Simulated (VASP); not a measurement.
Crystal: CO2.

```
CELL_PARAMETERS angstrom
4.10897 0.00000 0.00000
0.31284 4.09704 0.00000
-2.21091 -2.04852 2.79269
ATOMIC_POSITIONS crystal
C 0.75000 0.25000 0.50000
C 0.00000 0.00000 0.00000
O 0.70980 0.12500 0.08480
O 0.04020 0.62500 0.91520
O 0.37500 0.29020 0.41520
O 0.87500 0.95980 0.58480
```

Base run:

| Quantity | Value |
| --- | --- |
| Program | VASP 6.6.1 |
| Functional | PBEsol |
| Potentials or basis | VASP PAW PBE potentials, release 64 (C_h, O_h) |
| Cutoff | 910 eV |
| k mesh | 6 × 6 × 6 |
| Occupations | gaussian, width 0.01 eV |
| Spin | no spin polarisation |

Its results: band gap on the k mesh 7.57 eV (least direct gap 8.04 eV); pressure -6.9 GPa; largest force 0.185 eV/Å.

Question: The run is repeated on the same cell with these changes: functional from PBEsol to LDA; potentials or basis from VASP PAW PBE potentials, release 64 (C_h, O_h) to VASP PAW LDA potentials, release 64 (C_h, O_h). What comes out?

Answer: Band gap on the k mesh 7.44 eV (least direct gap 7.92 eV); pressure -13.6 GPa; largest force 0.472 eV/Å.

Caveats: the cutoff is under 1.25 times the usual one of these potentials, so pressure, stress and relaxed cells hold a basis-set (Pulay) error; the cell stands under tension; the PAW data sets were made with another functional, which shifts forces and pressure a little (at least some runs).

A k mesh can miss the band edges.
